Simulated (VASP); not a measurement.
Runs of VASP 6.6.1 on Fe. The structure is that of space group Im-3m (No. 229), or close to it. The cells are those of the table. 

```tsv
task	spin	cell	k mesh	cutoff (eV)	smearing	gap on the mesh (eV)	pressure (GPa)	moment (μB)	relaxed volume (Å³/atom)
single point	off	a = 2.392 Å, angles 109.5°, 1 atom	4 × 4 × 4	600	fermi-dirac 0.1 eV	none	0.2	-	-
single point	collinear, ferromagnetic start	a = 2.453 Å, angles 109.5°, 1 atom	15 × 15 × 15	520	fermi-dirac 0.05 eV	none	0.0	2.19	-
single point	collinear, ferromagnetic start	a = 2.386 Å, angles 109.5°, 1 atom	25 × 25 × 25	520	fermi-dirac 0.05 eV	none	19.5	(b)	-
single point	non-collinear, typed start, SOC	a = 2.453 Å, angles 109.5°, 1 atom	15 × 15 × 15	520	fermi-dirac 0.05 eV	-	-0.2	2.19	-
single point	off	a = 2.392 Å, angles 109.5°, 1 atom	16 × 16 × 16	520	methfessel-paxton 0.3 eV	none	-1.5	-	-
relaxation of cell and atoms	off	relaxed from a = 2.482 Å, angles 109.5°, 1 atom	15 × 15 × 15	600	fermi-dirac 0.1 eV	none	0.0	-	10.51
single point	collinear, ferromagnetic start	a = 2.453 Å, angles 109.5°, 1 atom	15 × 15 × 15	520	fermi-dirac 0.1 eV	none	0.0	2.19	-
relaxation of cell and atoms	collinear, ferromagnetic start	relaxed from a = 2.482 Å, angles 109.5°, 1 atom	15 × 15 × 15	600	fermi-dirac 0.05 eV	none	0.0	2.19	(a)
```

Alike in all rows: level PBE; potentials or basis VASP PAW PBE potentials, release 64 (Fe).

Problem. Fill in the values left out.

Solution. (a) 11.35; (b) 2.07.

Caveats: some runs use coarse meshes; the volume moved by -11 % from the deposited cell, more than functionals usually miss (some runs).

A gap of «none» marks levels without a gap at the run's occupations.
